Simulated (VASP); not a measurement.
# BN (P6_3mc) in VASP: a series of runs, part 2 of 2

VASP 6.6.1. The steps go on from the part before.

**5. Single point, PBEsol (volume scaled by 0.96)**

The input, INCAR:

```
ALGO = Normal
EDIFF = 1E-6
ENCUT = 520
GGA = PS
ISIF = 2
ISMEAR = -1
LASPH = True
LCHARG = False
LREAL = False
LWAVE = False
NBANDS = 16
NELM = 60
PREC = Accurate
SIGMA = 0.05
```

The input, KPOINTS:

```
k-points
0
Gamma
  12 12 6
```

The input, POSCAR:

```
BN
1.0
    2.5194226731      0.0000000000      0.0000000000
   -1.2597113366      2.1818840378      0.0000000000
    0.0000000000      0.0000000000      4.1697283350
N B
2 2
Direct
    0.3333333333      0.6666666667      0.1252760000
    0.6666666667      0.3333333333      0.6252760000
    0.3333333333      0.6666666667      0.4997240000
    0.6666666667      0.3333333333      0.9997240000
```

Potentials or basis: VASP PAW PBE potentials, release 64 (N, B).

The run is started by

```sh
$ cat potpaw_PBE.64/N/POTCAR potpaw_PBE.64/B/POTCAR > POTCAR
$ mpirun -np 1 vasp_std > vasp.out
```

OUTCAR:

```text
EDIFF = 1E-6
   ENCUT = 520
   GGA = PS
   ISIF = 2
   ISMEAR = -1
   LASPH = True
   LREAL = False
   NELM = 60
   PREC = Accurate

 ion  position               nearest neighbor table
   1  0.333  0.667  0.125-   4 1.55   4 1.55   4 1.55   3 1.56
   2  0.667  0.333  0.625-   3 1.55   3 1.55   3 1.55   4 1.56
   3  0.333  0.667  0.500-   2 1.55   2 1.55   2 1.55   1 1.56
   4  0.667  0.333  1.000-   1 1.55   1 1.55   1 1.55   2 1.56

  LATTYP: Found a hexagonal cell.
 ALAT       =     2.5194226731
 C/A-ratio  =     1.6550332660

  Lattice vectors:

 A1 = (   2.5194226731,   0.0000000000,   0.0000000000)
 A2 = (  -1.2597113366,   2.1818840378,   0.0000000000)
 A3 = (   0.0000000000,   0.0000000000,   4.1697283350)

Analysis of symmetry for initial positions (statically):
=====================================================================
 Subroutine PRICEL returns:
 Original cell was already a primitive cell.

 Routine SETGRP: Setting up the symmetry group for a
 hexagonal supercell.

 Subroutine GETGRP returns: Found 12 space group operations
 (whereof  6 operations were pure point group operations)
 out of a pool of 24 trial point group operations.

The static configuration has the point symmetry C_3v.
 The point group associated with its full space group is C_6v.

Analysis of symmetry for dynamics (positions and initial velocities):
=====================================================================
 Subroutine PRICEL returns:
 Original cell was already a primitive cell.

 Routine SETGRP: Setting up the symmetry group for a
 hexagonal supercell.

 Subroutine GETGRP returns: Found 12 space group operations
 (whereof  6 operations were pure point group operations)
 out of a pool of 24 trial point group operations.

The dynamic configuration has the point symmetry C_3v.
 The point group associated with its full space group is C_6v.

 Subroutine INISYM returns: Found 12 space group operations
 (whereof  6 operations are pure point group operations),
 and found     1 'primitive' translations

----------------------------------------------------------------------------------------

                                     Primitive cell

  volume of cell :      22.9214

  direct lattice vectors                    reciprocal lattice vectors
     2.519422673  0.000000000  0.000000000     0.396916330  0.229159750  0.000000000
    -1.259711337  2.181884038  0.000000000     0.000000000  0.458319499  0.000000000
     0.000000000  0.000000000  4.169728335     0.000000000  0.000000000  0.239823777

  length of vectors
     2.519422673  2.519422673  4.169728335     0.458319499  0.458319499  0.239823777

  position of ions in fractional coordinates (direct lattice)
     0.333333333  0.666666667  0.125276000
     0.666666667  0.333333333  0.625276000
     0.333333333  0.666666667  0.499724000
     0.666666667  0.333333333  0.999724000

  ion indices of the primitive-cell ions
   primitive index   ion index
                 1           1
                 2           2
                 3           3
                 4           4

----------------------------------------------------------------------------------------

 KPOINTS: k-points

Automatic generation of k-mesh.
 Grid dimensions read from file:
 generate k-points for:   12   12    6

 Generating k-lattice:

  Cartesian coordinates                     Fractional coordinates (reciprocal lattice)
     0.033076361  0.019096646  0.000000000     0.083333333  0.000000000  0.000000000
     0.000000000  0.038193292  0.000000000     0.000000000  0.083333333  0.000000000
     0.000000000  0.000000000  0.039970630     0.000000000  0.000000000  0.166666667

  Length of vectors
     0.038193292  0.038193292  0.039970630

  Shift w.r.t. Gamma in fractional coordinates (k-lattice)
     0.000000000  0.000000000  0.000000000

 Subroutine IBZKPT returns following result:
 ===========================================

 Found     76 irreducible k-points:

 Following reciprocal coordinates:
            Coordinates               Weight
  0.000000  0.000000  0.000000      1.000000
  0.083333  0.000000  0.000000      6.000000
  0.166667  0.000000  0.000000      6.000000
  0.250000  0.000000  0.000000      6.000000
  0.333333  0.000000  0.000000      6.000000
  0.416667  0.000000  0.000000      6.000000
[... 16 lines left out ...]
  0.250000  0.000000  0.166667     12.000000
  0.333333  0.000000  0.166667     12.000000
 [... further k-points ...]
   k-points           NKPTS =     76   k-points in BZ     NKDIM =     76   number of bands    NBANDS=     16
   number of dos      NEDOS =    301   number of ions     NIONS =      4
   total plane-waves  NPLWV =  12800
   dimension x,y,z NGX =    20 NGY =   20 NGZ =   32
   dimension x,y,z NGXF=    40 NGYF=   40 NGZF=   64
   ions per type =               2   2
   NGX,Y,Z   is equivalent  to a cutoff of  13.20, 13.20, 12.76 a.u.
   NGXF,Y,Z  is equivalent  to a cutoff of  26.39, 26.39, 25.52 a.u.
 SYSTEM =  unknown system
   PREC   = accura    normal or accurate (medium, high low for compatibility)
   ISTART =      0    job   : 0-new  1-cont  2-samecut
   ICHARG =      2    charge: 1-file 2-atom 10-const
   ISPIN  =      1    spin polarized calculation?
   LNONCOLLINEAR =      F non collinear calculations
   LSORBIT =      F    spin-orbit coupling
   LASPH  =      T    aspherical Exc in radial PAW
   ENCUT  =  520.0 eV  38.22 Ry    6.18 a.u.   4.68  4.68  7.75*2*pi/ulx,y,z
   NELM   =     60;   NELMIN=  2; NELMDL= -5     # of ELM steps
   EDIFF  = 0.1E-05   stopping-criterion for ELM
   LREAL  =      F    real-space projection
   EDIFFG = 0.1E-04   stopping-criterion for IOM
   NSW    =      0    number of steps for IOM
   IBRION =     -1    ionic relax: 0-MD 1-quasi-New 2-CG
   NFREE  =      0    steps in history (QN), initial steepest desc. (CG)
   ISIF   =      2    stress and relaxation
   ISYM   =      2    0-nonsym 1-usesym 2-fastsym
   POTIM  = 0.5000    time-step for ionic-motion
   TEBEG  =    0.0;   TEEND  =   0.0 temperature during run
   PSTRESS=    0.0 pullay stress
   NELECT =      16.0000    total number of electrons
   NUPDOWN=      -1.0000    fix difference up-down
   EMIN   =  10.00;   EMAX   =-10.00  energy-range for DOS
   EFERMI =   0.00;   METHOD = LEGACY
   ISMEAR =    -1;   SIGMA  =   0.05  broadening in eV -4-tet -1-fermi 0-gaus
   EFERMI_NEDOS =   21; number of points for ismear=-14 and -15
   IALGO  =     38    algorithm
   IMIX   =      4    mixing-type and parameters
     AMIX     =   0.40;   BMIX     =  1.00
     AMIX_MAG =   1.60;   BMIX_MAG =  1.00
  volume/ion in A,a.u.               =       5.73        38.67
  Fermi-wavevector in a.u.,A,eV,Ry     =   1.452228  2.744312 28.694209  2.108965
  Thomas-Fermi vector in A             =   2.569634
   LORBIT       =      0    0 simple, 1 ext, 2 COOP (PROOUT), +10 PAW based schemes
   GGA     = PS    functional components
   LHFCALC =     F    Hartree Fock is set to
   AEXX    =    0.0000 exact exchange contribution
   IVDW    =     0    specifies the selected vdW correction
   LEPSILON=     F    determine dielectric tensor
   LRPA    =     F    only Hartree local field effects (RPA)
 non-spin polarized calculation
  energy-cutoff  :      520.00
  volume of cell :       22.92
 maximum number of plane-waves:       640
 NGX is ok and might be reduce to    20
   NGX =  9   NGY =  9   NGZ = 15

 number of electron      15.9999998 magnetization

 Free energy of the ion-electron system (eV)
  ---------------------------------------------------
  ext. energy  EPLUGINS =         0.00000000
  ---------------------------------------------------
  free energy    TOTEN  =       -36.60430950 eV

  energy without entropy =      -36.60430950  energy(sigma->0) =      -36.60430950

 E-fermi :   8.9210     XC(G=0): -13.1555

 val. band max:        7.9090849210   @ k =   0.0000   0.0000   0.0000
 cond. band min:      12.8090974491   @ k =   0.3333   0.3333   0.0000
 fundamental gap:      4.9000125281
 Fermi energy:         8.9210392861

 k-point     1 :       0.0000    0.0000    0.0000
  band No.  band energies     occupation
      1     -12.8816      2.00000
      2      -8.5385      2.00000
      3      -3.4022      2.00000
      4       5.7098      2.00000
      5       5.7098      2.00000
      6       7.6143      2.00000
[... 8 lines left out ...]
     15      19.9898      0.00000
     16      24.3609      0.00000
[... 420 lines left out ...]
  band No.  band energies     occupation
      1     -10.3503      2.00000
      2      -7.4515      2.00000
      3      -1.2014      2.00000
      4       0.2901      2.00000
      5       1.7829      2.00000
      6       3.4473      2.00000
[... 8 lines left out ...]
     15      24.2780      0.00000
     16      24.5927      0.00000

 [... further k-points ...]
[... 5 lines left out ...]
  --------------------------------------------------------------------------------------
  -------------------------------------------------------------------------------------
  Total        1.5716089      1.5716089      1.5082280     -0.0000000      0.0000000      0.0000000
  in kB      109.8536779    109.8536779    105.4234258     -0.0000000      0.0000000      0.0000000
  external PRESSURE =     108.3769272 kB  Pullay stress =       0.0000000 kB

 VOLUME and BASIS-vectors are now :
 -----------------------------------------------------------------------------
  energy-cutoff  :      520.00
  volume of cell :       22.92
      direct lattice vectors                 reciprocal lattice vectors
     2.519422673  0.000000000  0.000000000     0.396916330  0.229159750  0.000000000
    -1.259711337  2.181884038  0.000000000     0.000000000  0.458319499  0.000000000
     0.000000000  0.000000000  4.169728335     0.000000000  0.000000000  0.239823777

 POSITION                                       TOTAL-FORCE (eV/Angst)
 -----------------------------------------------------------------------------------
     -0.00000      1.45459      0.52237        -0.000000      0.000000      0.022499
      1.25971      0.72729      2.60723         0.000000      0.000000      0.022499
     -0.00000      1.45459      2.08371        -0.000000      0.000000     -0.022499
      1.25971      0.72729      4.16858        -0.000000     -0.000000     -0.022499
 -----------------------------------------------------------------------------------
    total drift:                               -0.000000     -0.000000      0.000486

  FREE ENERGIE OF THE ION-ELECTRON SYSTEM (eV)
  ---------------------------------------------------
  free  energy   TOTEN  =       -36.6043095041 eV

  energy  without entropy=      -36.6043095041  energy(sigma->0) =      -36.60430950
```

stdout:

```text
POSCAR found type information on POSCAR N B
 POSCAR found :  2 types and       4 ions
 scaLAPACK will be used
 -----------------------------------------------------------------------------
|                                                                             |
|                                                                             |
|     You enforced a specific xc type in the INCAR file but a different       |
|     I HOPE YOU KNOW WHAT YOU ARE DOING!                                     |
|                                                                             |
 -----------------------------------------------------------------------------

 LDA part: xc-table for (Slater+PW92), standard interpolation
 POSCAR, INCAR and KPOINTS ok, starting setup
 FFT: planning ... GRIDC
 FFT: planning ... GRID_SOFT
 FFT: planning ... GRID
 WAVECAR not read
 entering main loop
```

Run time: 13 s. Hardware: 1 thread of Intel Xeon Platinum 8488C (Sapphire Rapids), shared host; peak memory 0.14 GiB.

Results:

- Free energy: -36.6043 eV
- Pressure: 10.8 GPa
- Largest force: 0.022 eV/Å
- Band gap on the k mesh: 4.90 eV, indirect (least direct gap 8.34 eV)

Forces on the atoms (eV/Å):
```
N    0.000  0.000  0.022
N    0.000  0.000  0.022
B    0.000  0.000 -0.022
B    0.000  0.000 -0.022
```

Stress tensor (GPa, compression positive):
```
10.99  0.00  0.00
 0.00 10.99  0.00
 0.00  0.00 10.54
```

Caveat: the cell differs from its parent crystal (volume scaled by 0.96); the PAW data sets were made with another functional, which shifts forces and pressure a little. A k mesh can miss the band edges.

**6. Single point, r2SCAN**

This run uses another cell than the first one, of 6.09 Å³/atom, 1.020 times its volume.

The input, POSCAR:

```
BN
1.0
    2.5708536019      0.0000000000      0.0000000000
   -1.2854268010      2.2264245287      0.0000000000
    0.0000000000      0.0000000000      4.2548482330
N B
2 2
Direct
    0.3333333333      0.6666666667      0.1252760000
    0.6666666667      0.3333333333      0.6252760000
    0.3333333333      0.6666666667      0.4997240000
    0.6666666667      0.3333333333      0.9997240000
```

The input, INCAR.step1:

```
SYSTEM = BN
ALGO = Normal
EDIFF = 1E-4
ENCUT = 520
GGA = PE
ISMEAR = -1
LASPH = .True.
LCHARG = .False.
LREAL = .False.
LWAVE = .True.
NBANDS = 16
NELM = 80
PREC = Accurate
SIGMA = 0.05
```

The input, INCAR.step2:

```
SYSTEM = BN
ALGO = Normal
EDIFF = 1E-7
ENCUT = 520
ISIF = 2
ISMEAR = -1
ISTART = 1
LASPH = .True.
LCHARG = .False.
LMIXTAU = .True.
LREAL = .False.
LWAVE = .False.
METAGGA = R2SCAN
NBANDS = 16
NELM = 80
PREC = Accurate
SIGMA = 0.05
```

The input, KPOINTS:

```
k-points
0
Gamma
  12 12 6
  0 0 0
```

Potentials or basis: VASP PAW PBE potentials, release 64 (N, B).

The run is started by

```sh
$ cat potpaw_PBE.64/N/POTCAR potpaw_PBE.64/B/POTCAR > POTCAR
$ cp INCAR.step1 INCAR
$ mpirun -np 1 vasp_std > vasp.out
$ cp INCAR.step2 INCAR
$ mpirun -np 1 vasp_std > vasp.out
```

Wall time 2.1 min (1 thread of Intel Xeon Platinum 8375C at 2.90GHz (Ice Lake), shared host); peak memory 0.14 GiB.

It converged, with:

| Quantity | Value |
| --- | --- |
| Free energy | -38.2438 eV |
| Pressure | -10.9 GPa |
| Largest force | 0.036 eV/Å |
| Band gap on the k mesh | 5.75 eV, indirect (least direct gap 8.81 eV) |

Forces in eV/Å, atoms in the order of the input:
```
N    0.000  0.000 -0.036
N    0.000  0.000 -0.036
B    0.000  0.000  0.036
B    0.000  0.000  0.036
```

Stress tensor (GPa, compression positive):
```
-10.65   0.00   0.00
  0.00 -10.65   0.00
  0.00   0.00 -11.38
```

Levels at points of the mesh, in eV from the valence-band top:
| k point | band 4 | band 5 | band 6 | band 7 | band 8 | band 9 | band 10 | band 11 | band 12 | band 13 |
| --- | --- | --- | --- | --- | --- | --- | --- | --- | --- | --- |
| (0.00, 0.00, 0.00) | -2.14 | -2.14 | -0.27 | 0.00 | 0.00 | 8.94 | 8.94 | 9.09 | 9.82 | 11.05 |
| (0.50, 0.00, 0.00) | -7.97 | -7.02 | -5.03 | -4.38 | -2.13 | 7.17 | 8.49 | 11.19 | 11.88 | 13.49 |
| (0.00, 0.00, 0.50) | -5.84 | -1.18 | -1.18 | -1.18 | -1.18 | 9.94 | 9.94 | 10.51 | 10.51 | 10.51 |
| (0.50, 0.00, 0.50) | -10.16 | -3.80 | -3.80 | -3.63 | -3.63 | 7.06 | 7.06 | 10.49 | 10.49 | 14.98 |

Caveat: the PAW data sets were made with another functional, which shifts forces and pressure a little. r2SCAN opens gaps a little over a GGA but as a rule still falls short of measured ones.

**7. Overview**

```csv
task,level,potentials or basis,cell,k mesh,cutoff (eV),gap on the mesh (eV),pressure (GPa),largest force (eV/Å)
relaxation of cell and atoms,LDA,"VASP PAW LDA potentials, release 64 (N, B)","relaxed from a = 2.554, b = 2.554, c = 4.227 Å, angles 90.0, 90.0, 120.0°, 4 atoms",9 × 9 × 5,600,4.91,0.2,-
relaxation of cell and atoms,LDA,"VASP PAW LDA potentials, release 64 (N, B)","relaxed to 2 GPa from a = 2.554, b = 2.554, c = 4.227 Å, angles 90.0, 90.0, 120.0°, 4 atoms",9 × 9 × 5,600,4.90,2.2,-
single point,PBEsol,"VASP PAW PBE potentials, release 64 (N, B)","a = 2.502, b = 2.502, c = 4.141 Å, angles 90.0, 90.0, 120.0°, 4 atoms",12 × 12 × 6,520,4.86,20.2,0.04
single point,PBEsol,"VASP PAW PBE potentials, release 64 (N, B)","a = 2.519, b = 2.519, c = 4.170 Å, angles 90.0, 90.0, 120.0°, 4 atoms",12 × 12 × 6,520,4.90,10.8,0.02
single point,r2SCAN,"VASP PAW PBE potentials, release 64 (N, B)","a = 2.571, b = 2.571, c = 4.255 Å, angles 90.0, 90.0, 120.0°, 4 atoms",12 × 12 × 6,520,5.75,-10.9,0.04
```

Alike in all rows: no spin polarisation; smearing fermi-dirac 0.05 eV.

Caveats: the PAW data sets were made with another functional, which shifts forces and pressure a little (some runs); the cell is relaxed towards a set pressure, so the enthalpy falls and the energy may rise (some runs).

Absolute energies hang on the potentials; compare differences alone.
